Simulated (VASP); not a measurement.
# Mg in VASP: a series of runs, part 2 of 2

VASP 6.6.1.

## Step 3: Single point, PBE

File INCAR:

```
SYSTEM = Mg
  PREC = Accurate
  ENCUT = 520
  EDIFF = 1E-6
  ISMEAR = 0
  SIGMA = 0.1
  LREAL = .False.
  LASPH = .True.
  NELM = 100
  ALGO = Fast
  ISIF = 2
  LWAVE = .False.
  LCHARG = .False.
  GGA = PE
  NBANDS = 7
```

File KPOINTS:

```
regular mesh
0
Gamma
  20 20 24
  0 0 0
```

File POSCAR:

```
Mg
1.0
    2.2589732316     -2.2463894952     -0.0466147215
    2.2589732316      2.2463894952     -0.0466147215
   -2.2110767630      0.0000000000      2.3250795899
Mg
1
Direct
    0.0000000000      0.0000000000      0.0000000000
```

Potentials or basis: VASP PAW PBE potentials, release 64 (Mg).

Launch:

```
cat potpaw_PBE.64/Mg/POTCAR > POTCAR
mpirun -np 1 vasp_std > vasp.out
```

OUTCAR:

```text
SYSTEM = Mg
   PREC = Accurate
   ENCUT = 520
   EDIFF = 1E-6
   ISMEAR = 0
   LREAL = .False.
   LASPH = .True.
   NELM = 100
   ISIF = 2
   GGA = PE

 ion  position               nearest neighbor table
   1  0.000  0.000  0.000-

  LATTYP: Found a base centered monoclinic cell.
 ALAT       =     4.5189082723
 B/A-ratio  =     0.9942177888
 C/A-ratio  =     0.7100298431
 COS(beta)  =    -0.7039216914

  Lattice vectors:

 A1 = (   2.2589732316,  -2.2463894952,  -0.0466147215)
 A2 = (   2.2589732316,   2.2463894952,  -0.0466147215)
 A3 = (  -2.2110767630,   0.0000000000,   2.3250795899)

Analysis of symmetry for initial positions (statically):
=====================================================================
 Subroutine PRICEL returns:
 Original cell was already a primitive cell.

 Routine SETGRP: Setting up the symmetry group for a
 base centered monoclinic supercell.

 Subroutine GETGRP returns: Found  4 space group operations
 (whereof  4 operations were pure point group operations)
 out of a pool of  4 trial point group operations.

The static configuration has the point symmetry C_2h.

Analysis of symmetry for dynamics (positions and initial velocities):
=====================================================================
 Subroutine PRICEL returns:
 Original cell was already a primitive cell.

 Routine SETGRP: Setting up the symmetry group for a
 base centered monoclinic supercell.

 Subroutine GETGRP returns: Found  4 space group operations
 (whereof  4 operations were pure point group operations)
 out of a pool of  4 trial point group operations.

The dynamic configuration has the point symmetry C_2h.

 Subroutine INISYM returns: Found  4 space group operations
 (whereof  4 operations are pure point group operations),
 and found     1 'primitive' translations

----------------------------------------------------------------------------------------

                                     Primitive cell

  volume of cell :      23.1343

  direct lattice vectors                    reciprocal lattice vectors
     2.258973232 -2.246389495 -0.046614721     0.225769909 -0.222579388  0.214700005
     2.258973232  2.246389495 -0.046614721     0.225769909  0.222579388  0.214700005
    -2.211076763  0.000000000  2.325079590     0.009052767  0.000000000  0.438701697

  length of vectors
     3.186125980  3.186125980  3.208559732     0.382896498  0.382896498  0.438795091

  position of ions in fractional coordinates (direct lattice)
     0.000000000  0.000000000  0.000000000

  ion indices of the primitive-cell ions
   primitive index   ion index
                 1           1

----------------------------------------------------------------------------------------

 KPOINTS: regular mesh

Automatic generation of k-mesh.
 Grid dimensions read from file:
 generate k-points for:   20   20   24

 Generating k-lattice:

  Cartesian coordinates                     Fractional coordinates (reciprocal lattice)
     0.011288495 -0.011128969  0.010735000     0.050000000  0.000000000 -0.000000000
     0.011288495  0.011128969  0.010735000     0.000000000  0.050000000 -0.000000000
     0.000377199  0.000000000  0.018279237    -0.000000000 -0.000000000  0.041666667

  Length of vectors
     0.019144825  0.019144825  0.018283129

  Shift w.r.t. Gamma in fractional coordinates (k-lattice)
     0.000000000  0.000000000  0.000000000

 Subroutine IBZKPT returns following result:
 ===========================================

 Found   2532 irreducible k-points:

 Following reciprocal coordinates:
            Coordinates               Weight
  0.000000  0.000000  0.000000      1.000000
  0.050000 -0.000000  0.000000      4.000000
  0.100000  0.000000  0.000000      4.000000
  0.150000  0.000000  0.000000      4.000000
  0.200000  0.000000  0.000000      4.000000
  0.250000  0.000000  0.000000      4.000000
[... 16 lines left out ...]
 -0.400000  0.050000 -0.000000      4.000000
 -0.350000  0.050000  0.000000      4.000000
 [... further k-points ...]
   k-points           NKPTS =   2532   k-points in BZ     NKDIM =   2532   number of bands    NBANDS=      7
   number of dos      NEDOS =    301   number of ions     NIONS =      1
   total plane-waves  NPLWV =  13824
   dimension x,y,z NGX =    24 NGY =   24 NGZ =   24
   dimension x,y,z NGXF=    48 NGYF=   48 NGZF=   48
   ions per type =               1
   NGX,Y,Z   is equivalent  to a cutoff of  12.52, 12.52, 12.44 a.u.
   NGXF,Y,Z  is equivalent  to a cutoff of  25.05, 25.05, 24.87 a.u.
 SYSTEM =  Mg
   PREC   = accura    normal or accurate (medium, high low for compatibility)
   ISTART =      0    job   : 0-new  1-cont  2-samecut
   ICHARG =      2    charge: 1-file 2-atom 10-const
   ISPIN  =      1    spin polarized calculation?
   LNONCOLLINEAR =      F non collinear calculations
   LSORBIT =      F    spin-orbit coupling
   LASPH  =      T    aspherical Exc in radial PAW
   ENCUT  =  520.0 eV  38.22 Ry    6.18 a.u.   5.92  5.92  5.97*2*pi/ulx,y,z
   NELM   =    100;   NELMIN=  2; NELMDL= -5     # of ELM steps
   EDIFF  = 0.1E-05   stopping-criterion for ELM
   LREAL  =      F    real-space projection
   EDIFFG = 0.1E-04   stopping-criterion for IOM
   NSW    =      0    number of steps for IOM
   IBRION =     -1    ionic relax: 0-MD 1-quasi-New 2-CG
   NFREE  =      0    steps in history (QN), initial steepest desc. (CG)
   ISIF   =      2    stress and relaxation
   ISYM   =      2    0-nonsym 1-usesym 2-fastsym
   POTIM  = 0.5000    time-step for ionic-motion
   TEBEG  =    0.0;   TEEND  =   0.0 temperature during run
   PSTRESS=    0.0 pullay stress
   NELECT =       2.0000    total number of electrons
   NUPDOWN=      -1.0000    fix difference up-down
   EMIN   =  10.00;   EMAX   =-10.00  energy-range for DOS
   EFERMI =   0.00;   METHOD = LEGACY
   ISMEAR =     0;   SIGMA  =   0.10  broadening in eV -4-tet -1-fermi 0-gaus
   EFERMI_NEDOS =   21; number of points for ismear=-14 and -15
   IALGO  =     68    algorithm
   IMIX   =      4    mixing-type and parameters
     AMIX     =   0.40;   BMIX     =  1.00
     AMIX_MAG =   1.60;   BMIX_MAG =  1.00
  volume/ion in A,a.u.               =      23.13       156.12
  Fermi-wavevector in a.u.,A,eV,Ry     =   0.723879  1.367933  7.129461  0.524001
  Thomas-Fermi vector in A             =   1.814207
   LORBIT       =      0    0 simple, 1 ext, 2 COOP (PROOUT), +10 PAW based schemes
   GGA     = PE    functional components
   LHFCALC =     F    Hartree Fock is set to
   AEXX    =    0.0000 exact exchange contribution
   IVDW    =     0    specifies the selected vdW correction
   LEPSILON=     F    determine dielectric tensor
   LRPA    =     F    only Hartree local field effects (RPA)
 non-spin polarized calculation
 RMM-DIIS sequential band-by-band and
 Gauss-broadening in eV      SIGMA  =   0.10
  energy-cutoff  :      520.00
  volume of cell :       23.13
 maximum number of plane-waves:       636
   NGX = 11   NGY = 11   NGZ = 11

 number of electron       2.0000000 magnetization

 Free energy of the ion-electron system (eV)
  ---------------------------------------------------
  ext. energy  EPLUGINS =         0.00000000
  ---------------------------------------------------
  free energy    TOTEN  =        -1.49445936 eV

  energy without entropy =       -1.49211205  energy(sigma->0) =       -1.49328570

 E-fermi :   2.5619     XC(G=0):  -8.4678

 val. band max:        2.5613832602   @ k =   0.4000   0.0500   0.3750
 cond. band min:       2.5652433737   @ k =  -0.2500   0.3500   0.4583
 fundamental gap:      0.0038601135
 Fermi energy:         2.5619261247

 k-point     1 :       0.0000    0.0000    0.0000
  band No.  band energies     occupation
      1      -4.3058      2.00000
      2      14.8397      0.00000
      3      14.9027      0.00000
      4      14.9432      0.00000
      5      16.7706      0.00000
      6      16.7818      0.00000
      7      16.8045      0.00000
[... 221 lines left out ...]
 k-point    24 :      -0.3500    0.0500    0.0000
  band No.  band energies     occupation
      1      -1.8226      2.00000
      2       5.1575      0.00000
      3      12.7482      0.00000
      4      13.6216      0.00000
      5      14.9054      0.00000
      6      16.5548      0.00000
      7      16.8072      0.00000

 [... further k-points ...]

------------------------ aborting loop because EDIFF is reached ----------------------------------------

  FORCE on cell =-STRESS in cart. coord.  units (eV):
  Direction    XX          YY          ZZ          XY          YZ          ZX
  --------------------------------------------------------------------------------------
  -------------------------------------------------------------------------------------
  Total       -0.0164948     -0.0179255     -0.0155264      0.0000000      0.0000000      0.0018076
  in kB       -1.1423532     -1.2414346     -1.0752848      0.0000000      0.0000000      0.1251891
  external PRESSURE =      -1.1530242 kB  Pullay stress =       0.0000000 kB

 VOLUME and BASIS-vectors are now :
 -----------------------------------------------------------------------------
  energy-cutoff  :      520.00
  volume of cell :       23.13
      direct lattice vectors                 reciprocal lattice vectors
     2.258973232 -2.246389495 -0.046614721     0.225769909 -0.222579388  0.214700005
     2.258973232  2.246389495 -0.046614721     0.225769909  0.222579388  0.214700005
    -2.211076763  0.000000000  2.325079590     0.009052767  0.000000000  0.438701697

 POSITION                                       TOTAL-FORCE (eV/Angst)
 -----------------------------------------------------------------------------------
      0.00000      0.00000      0.00000        -0.000000     -0.000000     -0.000000
 -----------------------------------------------------------------------------------
    total drift:                                0.000000      0.000000      0.000000

  FREE ENERGIE OF THE ION-ELECTRON SYSTEM (eV)
  ---------------------------------------------------
  free  energy   TOTEN  =        -1.4944593601 eV

  energy  without entropy=       -1.4921120488  energy(sigma->0) =       -1.49328570
```

Run time: 3.2 min. Hardware: 1 thread of Intel Xeon 8259CL, shared host; peak memory 0.52 GiB.

What came out:

```yaml
Free_energy: -1.4945 eV
Pressure: -0.1 GPa
Band_gap_on_the_k_mesh: zero (bands 1 and 2 overlap by 2.72 eV)
```
